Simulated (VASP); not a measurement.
# Au in VASP: settings compared

Au is run at these levels: PBE, LDA, PBEsol; tasks: single point.

Program: VASP 6.6.1. These are calculated values, not measurements. Logs are shortened: lines on timing, memory, paths and dates and some standing lists are left out, and cuts for length are marked.

**1. The cell of the first run**

The cell holds a sheet with vacuum, 2 atoms: a = 4.474 Å, b = 4.474 Å, c = 23.800 Å, α = 90.00°, β = 90.00°, γ = 120.00°.

**2. Single point, PBE**

The input, INCAR:

```
SYSTEM = Au
ALGO = Normal
EDIFF = 1E-7
ENCUT = 520
GGA = PE
ISIF = 2
ISMEAR = -1
LASPH = .TRUE.
LCHARG = .TRUE.
LELF = .TRUE.
LREAL = .FALSE.
LVHAR = .TRUE.
LWAVE = .FALSE.
NBANDS = 18
NELM = 80
PREC = Accurate
SIGMA = 0.05
```

The input, KPOINTS:

```
k-points
0
G
  7 7 1
  0 0 0
```

The input, POSCAR:

```
Au
1.0
    4.4744400000      0.0000000000      0.0000000000
   -2.2372200000      3.8749800000      0.0000000000
    0.0000000000      0.0000000000     23.8000000000
Au
2
Direct
    0.3333300000      0.6666700000      0.2941200000
    0.6666700000      0.3333300000      0.2941200000
```

Potentials or basis: VASP PAW PBE potentials, release 64 (Au).

Run with:

```console
$ cat potpaw_PBE.64/Au/POTCAR > POTCAR
$ mpirun -np 1 vasp_std > vasp.out
```

OUTCAR:

```text
SYSTEM = Au
   EDIFF = 1E-7
   ENCUT = 520
   GGA = PE
   ISIF = 2
   ISMEAR = -1
   LASPH = .TRUE.
   LREAL = .FALSE.
   NELM = 80
   PREC = Accurate

 ion  position               nearest neighbor table
   1  0.333  0.667  0.294-   2 2.58   2 2.58   2 2.58
   2  0.667  0.333  0.294-   1 2.58   1 2.58   1 2.58

  LATTYP: Found a hexagonal cell.
 ALAT       =     4.4744400000
 C/A-ratio  =     5.3191013848

  Lattice vectors:

 A1 = (   4.4744400000,   0.0000000000,   0.0000000000)
 A2 = (  -2.2372200000,   3.8749800000,   0.0000000000)
 A3 = (   0.0000000000,   0.0000000000,  23.8000000000)

Analysis of symmetry for initial positions (statically):
=====================================================================
 Subroutine PRICEL returns:
 Original cell was already a primitive cell.

 Routine SETGRP: Setting up the symmetry group for a
 hexagonal supercell.

 Subroutine GETGRP returns: Found  8 space group operations
 (whereof  4 operations were pure point group operations)
 out of a pool of 24 trial point group operations.

The static configuration has the point symmetry C_2v.
 The point group associated with its full space group is D_2h.

Analysis of symmetry for dynamics (positions and initial velocities):
=====================================================================
 Subroutine PRICEL returns:
 Original cell was already a primitive cell.

 Routine SETGRP: Setting up the symmetry group for a
 hexagonal supercell.

 Subroutine GETGRP returns: Found  8 space group operations
 (whereof  4 operations were pure point group operations)
 out of a pool of 24 trial point group operations.

The dynamic configuration has the point symmetry C_2v.
 The point group associated with its full space group is D_2h.

 Subroutine INISYM returns: Found  8 space group operations
 (whereof  4 operations are pure point group operations),
 and found     1 'primitive' translations

----------------------------------------------------------------------------------------

                                     Primitive cell

  volume of cell :     412.6531

  direct lattice vectors                    reciprocal lattice vectors
     4.474440000  0.000000000  0.000000000     0.223491655  0.129032924  0.000000000
    -2.237220000  3.874980000  0.000000000     0.000000000  0.258065848  0.000000000
     0.000000000  0.000000000 23.800000000     0.000000000  0.000000000  0.042016807

  length of vectors
     4.474440000  4.474441119 23.800000000     0.258065913  0.258065848  0.042016807

  position of ions in fractional coordinates (direct lattice)
     0.333330000  0.666670000  0.294120000
     0.666670000  0.333330000  0.294120000

  ion indices of the primitive-cell ions
   primitive index   ion index
                 1           1
                 2           2

----------------------------------------------------------------------------------------

 KPOINTS: k-points

Automatic generation of k-mesh.
 Grid dimensions read from file:
 generate k-points for:    7    7    1

 Generating k-lattice:

  Cartesian coordinates                     Fractional coordinates (reciprocal lattice)
     0.031927379  0.018433275  0.000000000     0.142857143 -0.000000000  0.000000000
     0.000000000  0.036866550  0.000000000     0.000000000  0.142857143  0.000000000
     0.000000000  0.000000000  0.042016807     0.000000000  0.000000000  1.000000000

  Length of vectors
     0.036866559  0.036866550  0.042016807

  Shift w.r.t. Gamma in fractional coordinates (k-lattice)
     0.000000000  0.000000000  0.000000000

 Subroutine IBZKPT returns following result:
 ===========================================

 Found     16 irreducible k-points:

 Following reciprocal coordinates:
            Coordinates               Weight
  0.000000  0.000000  0.000000      1.000000
  0.142857  0.000000  0.000000      4.000000
 -0.142857  0.142857  0.000000      2.000000
  0.285714  0.000000  0.000000      4.000000
 -0.285714  0.285714  0.000000      2.000000
  0.428571  0.000000  0.000000      4.000000
[... 8 lines left out ...]
  0.285714  0.285714  0.000000      2.000000
 -0.285714 -0.428571  0.000000      4.000000
   k-points           NKPTS =     16   k-points in BZ     NKDIM =     16   number of bands    NBANDS=     18
   number of dos      NEDOS =    301   number of ions     NIONS =      2
   total plane-waves  NPLWV = 233280
   dimension x,y,z NGX =    36 NGY =   36 NGZ =  180
   dimension x,y,z NGXF=    72 NGYF=   72 NGZF=  360
   ions per type =               2
   NGX,Y,Z   is equivalent  to a cutoff of  13.38, 13.38, 12.57 a.u.
   NGXF,Y,Z  is equivalent  to a cutoff of  26.75, 26.75, 25.15 a.u.
 SYSTEM =  Au
   PREC   = accura    normal or accurate (medium, high low for compatibility)
   ISTART =      0    job   : 0-new  1-cont  2-samecut
   ICHARG =      2    charge: 1-file 2-atom 10-const
   ISPIN  =      1    spin polarized calculation?
   LNONCOLLINEAR =      F non collinear calculations
   LSORBIT =      F    spin-orbit coupling
   LASPH  =      T    aspherical Exc in radial PAW
   ENCUT  =  520.0 eV  38.22 Ry    6.18 a.u.   8.32  8.32 44.25*2*pi/ulx,y,z
   NELM   =     80;   NELMIN=  2; NELMDL= -5     # of ELM steps
   EDIFF  = 0.1E-06   stopping-criterion for ELM
   LREAL  =      F    real-space projection
   EDIFFG = 0.1E-05   stopping-criterion for IOM
   NSW    =      0    number of steps for IOM
   IBRION =     -1    ionic relax: 0-MD 1-quasi-New 2-CG
   NFREE  =      0    steps in history (QN), initial steepest desc. (CG)
   ISIF   =      2    stress and relaxation
   ISYM   =      2    0-nonsym 1-usesym 2-fastsym
   POTIM  = 0.5000    time-step for ionic-motion
   TEBEG  =    0.0;   TEEND  =   0.0 temperature during run
   PSTRESS=    0.0 pullay stress
   NELECT =      22.0000    total number of electrons
   NUPDOWN=      -1.0000    fix difference up-down
   EMIN   =  10.00;   EMAX   =-10.00  energy-range for DOS
   EFERMI =   0.00;   METHOD = LEGACY
   ISMEAR =    -1;   SIGMA  =   0.05  broadening in eV -4-tet -1-fermi 0-gaus
   EFERMI_NEDOS =   21; number of points for ismear=-14 and -15
   IALGO  =     38    algorithm
   IMIX   =      4    mixing-type and parameters
     AMIX     =   0.40;   BMIX     =  1.00
     AMIX_MAG =   1.60;   BMIX_MAG =  1.00
  volume/ion in A,a.u.               =     206.33      1392.36
  Fermi-wavevector in a.u.,A,eV,Ry     =   0.616151  1.164357  5.165348  0.379642
  Thomas-Fermi vector in A             =   1.673777
   LORBIT       =      0    0 simple, 1 ext, 2 COOP (PROOUT), +10 PAW based schemes
   GGA     = PE    functional components
   LHFCALC =     F    Hartree Fock is set to
   AEXX    =    0.0000 exact exchange contribution
   IVDW    =     0    specifies the selected vdW correction
   LEPSILON=     F    determine dielectric tensor
   LRPA    =     F    only Hartree local field effects (RPA)
 non-spin polarized calculation
  energy-cutoff  :      520.00
  volume of cell :      412.65
 maximum number of plane-waves:     11153
 NGX is ok and might be reduce to    36
   NGX = 17   NGY = 17   NGZ = 89

 number of electron      22.0000003 magnetization

 Free energy of the ion-electron system (eV)
  ---------------------------------------------------
  ext. energy  EPLUGINS =         0.00000000
  ---------------------------------------------------
  free energy    TOTEN  =        -4.62448945 eV

  energy without entropy =       -4.62214770  energy(sigma->0) =       -4.62331857

 E-fermi :  -4.7010     XC(G=0):  -1.7419

 val. band max:       -4.8973836883   @ k =   0.4286   0.4286   0.0000
 cond. band min:      -4.5046989079   @ k =   0.4286   0.4286   0.0000
 fundamental gap:      0.3926847805
 Fermi energy:        -4.7010094740

 k-point     1 :       0.0000    0.0000    0.0000
  band No.  band energies     occupation
      1     -10.0617      2.00000
      2      -8.0958      2.00000
      3      -8.0958      2.00000
      4      -7.8346      2.00000
      5      -7.8344      2.00000
      6      -7.5441      2.00000
[... 10 lines left out ...]
     17       2.5723      0.00000
     18       3.1723      0.00000

 k-point     2 :       0.1429    0.0000    0.0000
  band No.  band energies     occupation
      1      -9.8985      2.00000
      2      -8.4393      2.00000
      3      -8.4253      2.00000
      4      -7.8826      2.00000
      5      -7.8111      2.00000
      6      -7.1928      2.00000
[... 10 lines left out ...]
     17       2.3585      0.00000
     18       2.5543      0.00000

 k-point     3 :      -0.1429    0.1429    0.0000
  band No.  band energies     occupation
      1      -9.8985      2.00000
      2      -8.4393      2.00000
      3      -8.4253      2.00000
      4      -7.8827      2.00000
      5      -7.8110      2.00000
      6      -7.1928      2.00000
[... 10 lines left out ...]
     17       2.3584      0.00000
     18       2.5543      0.00000

 k-point     4 :       0.2857    0.0000    0.0000
  band No.  band energies     occupation
      1      -9.5286      2.00000
      2      -8.8411      2.00000
      3      -8.7778      2.00000
      4      -7.9806      2.00000
      5      -7.7592      2.00000
      6      -6.8244      2.00000
[... 10 lines left out ...]
     17       2.2100      0.00000
     18       3.1578      0.00000

 k-point     5 :      -0.2857    0.2857    0.0000
  band No.  band energies     occupation
      1      -9.5286      2.00000
      2      -8.8412      2.00000
      3      -8.7777      2.00000
      4      -7.9808      2.00000
      5      -7.7590      2.00000
      6      -6.8244      2.00000
[... 10 lines left out ...]
     17       2.2100      0.00000
     18       3.1578      0.00000

 k-point     6 :       0.4286    0.0000    0.0000
  band No.  band energies     occupation
      1      -9.3566      2.00000
      2      -8.9646      2.00000
      3      -8.9176      2.00000
      4      -8.0516      2.00000
      5      -7.7190      2.00000
      6      -6.6579      2.00000
[... 10 lines left out ...]
     17       3.2031      0.00000
     18       3.2812      0.00000

 k-point     7 :      -0.4286    0.4286    0.0000
  band No.  band energies     occupation
      1      -9.3564      2.00000
      2      -8.9644      2.00000
      3      -8.9178      2.00000
      4      -8.0517      2.00000
      5      -7.7188      2.00000
      6      -6.6580      2.00000
[... 10 lines left out ...]
     17       3.2031      0.00000
     18       3.2812      0.00000

 k-point     8 :       0.1429    0.1429    0.0000
  band No.  band energies     occupation
      1      -9.6306      2.00000
      2      -8.8250      2.00000
      3      -8.6202      2.00000
      4      -7.9774      2.00000
      5      -7.7429      2.00000
      6      -6.8841      2.00000
[... 10 lines left out ...]
     17       2.0138      0.00000
     18       2.9681      0.00000

 k-point     9 :      -0.1429    0.2857    0.0000
  band No.  band energies     occupation
      1      -9.6306      2.00000
      2      -8.8251      2.00000
      3      -8.6200      2.00000
      4      -7.9776      2.00000
      5      -7.7428      2.00000
      6      -6.8842      2.00000
[... 10 lines left out ...]
     17       2.0138      0.00000
     18       2.9681      0.00000

 k-point    10 :       0.2857    0.1429    0.0000
  band No.  band energies     occupation
      1      -9.4115      2.00000
      2      -9.0078      2.00000
      3      -8.8030      2.00000
      4      -8.0931      2.00000
      5      -7.6270      2.00000
      6      -6.7075      2.00000
[... 10 lines left out ...]
     17       2.8215      0.00000
     18       3.0803      0.00000

 k-point    11 :      -0.1429    0.4286    0.0000
  band No.  band energies     occupation
      1      -9.4114      2.00000
      2      -9.0081      2.00000
      3      -8.8028      2.00000
      4      -8.0932      2.00000
      5      -7.6269      2.00000
      6      -6.7076      2.00000
[... 10 lines left out ...]
     17       2.8215      0.00000
     18       3.0803      0.00000

 k-point    12 :      -0.4286    0.2857    0.0000
  band No.  band energies     occupation
      1      -9.4113      2.00000
      2      -9.0080      2.00000
      3      -8.8028      2.00000
      4      -8.0932      2.00000
      5      -7.6269      2.00000
      6      -6.7076      2.00000
[... 10 lines left out ...]
     17       2.8215      0.00000
     18       3.0803      0.00000

 k-point    13 :       0.4286    0.1429    0.0000
  band No.  band energies     occupation
      1      -9.4535      2.00000
      2      -8.9131      2.00000
      3      -8.8782      2.00000
      4      -8.1413      2.00000
      5      -7.5620      2.00000
      6      -6.8120      2.00000
[... 10 lines left out ...]
     17       3.5436      0.00000
     18       4.0276      0.00000

 k-point    14 :       0.4286    0.4286    0.0000
  band No.  band energies     occupation
      1      -9.4534      2.00000
      2      -8.9129      2.00000
      3      -8.8785      2.00000
      4      -8.1413      2.00000
      5      -7.5619      2.00000
      6      -6.8120      2.00000
[... 10 lines left out ...]
     17       3.5436      0.00000
     18       4.0276      0.00000

 k-point    15 :       0.2857    0.2857    0.0000
  band No.  band energies     occupation
      1      -9.5307      2.00000
      2      -8.8874      2.00000
      3      -8.8271      2.00000
      4      -8.1993      2.00000
      5      -7.3741      2.00000
      6      -6.9964      2.00000
[... 10 lines left out ...]
     17       3.5111      0.00000
     18       3.8366      0.00000

 k-point    16 :      -0.2857   -0.4286    0.0000
  band No.  band energies     occupation
      1      -9.5306      2.00000
      2      -8.8877      2.00000
      3      -8.8269      2.00000
      4      -8.1993      2.00000
      5      -7.3741      2.00000
      6      -6.9965      2.00000
[... 10 lines left out ...]
     17       3.5111      0.00000
     18       3.8366      0.00000

------------------------ aborting loop because EDIFF is reached ----------------------------------------

  FORCE on cell =-STRESS in cart. coord.  units (eV):
  Direction    XX          YY          ZZ          XY          YZ          ZX
  --------------------------------------------------------------------------------------
  -------------------------------------------------------------------------------------
  Total       -0.1541362     -0.1535178     -0.0277097      0.0005356      0.0000000      0.0000000
  in kB       -0.5984532     -0.5960523     -0.1075865      0.0020796      0.0000000      0.0000000
  external PRESSURE =      -0.4340306 kB  Pullay stress =       0.0000000 kB

 VOLUME and BASIS-vectors are now :
 -----------------------------------------------------------------------------
  energy-cutoff  :      520.00
  volume of cell :      412.65
      direct lattice vectors                 reciprocal lattice vectors
     4.474440000  0.000000000  0.000000000     0.223491655  0.129032924  0.000000000
    -2.237220000  3.874980000  0.000000000     0.000000000  0.258065848  0.000000000
     0.000000000  0.000000000 23.800000000     0.000000000  0.000000000  0.042016807

 POSITION                                       TOTAL-FORCE (eV/Angst)
 -----------------------------------------------------------------------------------
     -0.00002      2.58333      7.00006         0.000458     -0.000264      0.000000
      2.23724      1.29165      7.00006        -0.000458      0.000264      0.000000
 -----------------------------------------------------------------------------------
    total drift:                               -0.000000     -0.000000     -0.000009

  FREE ENERGIE OF THE ION-ELECTRON SYSTEM (eV)
  ---------------------------------------------------
  free  energy   TOTEN  =        -4.6244894510 eV

  energy  without entropy=       -4.6221476984  energy(sigma->0) =       -4.62331857
```

Run time: 2.3 min. Hardware: 1 thread of Intel Xeon Platinum 8124M at 3.00GHz (Skylake/Cascade Lake), shared host; peak memory 0.53 GiB.

Results:

* Free energy: -4.6245 eV
* Band gap on the k mesh: 0.39 eV

Levels at points of the mesh, in eV from the valence-band top:
```csv
k point,band 8,band 9,band 10,band 11,band 12,band 13,band 14,band 15
"(0.00, 0.00, 0.00)",-2.17,-1.27,-1.27,-1.17,2.72,5.85,6.28,6.30
```

Caveat: spin-orbit coupling is left out, which moves the levels of the heavy elements.

(Continued in part 2 of 2.)
